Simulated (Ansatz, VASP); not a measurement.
## Two plane-wave programs on ZnAu

```
CELL_PARAMETERS angstrom
3.30435 0.00000 0.00000
0.00000 3.30435 0.00000
0.00000 0.00000 3.14700
ATOMIC_POSITIONS crystal
Zn 0.50000 0.50000 0.50000
Au 0.00000 0.00000 0.00000
```

Change from the starting cell: strain +0.050 along x and y, +0.000 along z, atoms carried along.

Alike in both runs: task single point; functional r2SCAN; k mesh 16 × 16 × 16; occupations gaussian, width 0.15 eV; no spin polarisation.

|  | VASP | Ansatz |
| --- | --- | --- |
| version | VASP 6.6.1 | Ansatz 0.2.0 |
| potentials or method | VASP PAW PBE potentials, release 64 (Zn, Au), cutoff 520 eV | scalar-relativistic, plane waves, PAW |
| valence electrons in the cell | 23 | 31 |

Ansatz gave:

| Quantity | Value |
| --- | --- |
| gap on the k mesh at the Fermi level (eV) | none |
| pressure (GPa) | -9.9 |
| traceless stress, the component that is largest in VASP (GPa) | 0.00 |

Problem. Estimate VASP's values.

Solution. gap on the k mesh at the Fermi level (eV): none; pressure (GPa): -9.6; traceless stress, the component that is largest in VASP (GPa): -0.13.

VASP's potentials were made for PBE, not for r2SCAN. A gap of «none» marks a metal or a gap that the smearing closes. VASP's potentials hold 23 valence electrons a cell and Ansatz's 31, so a difference there can come from the potentials and not from the codes.

Spin-orbit coupling is off throughout.
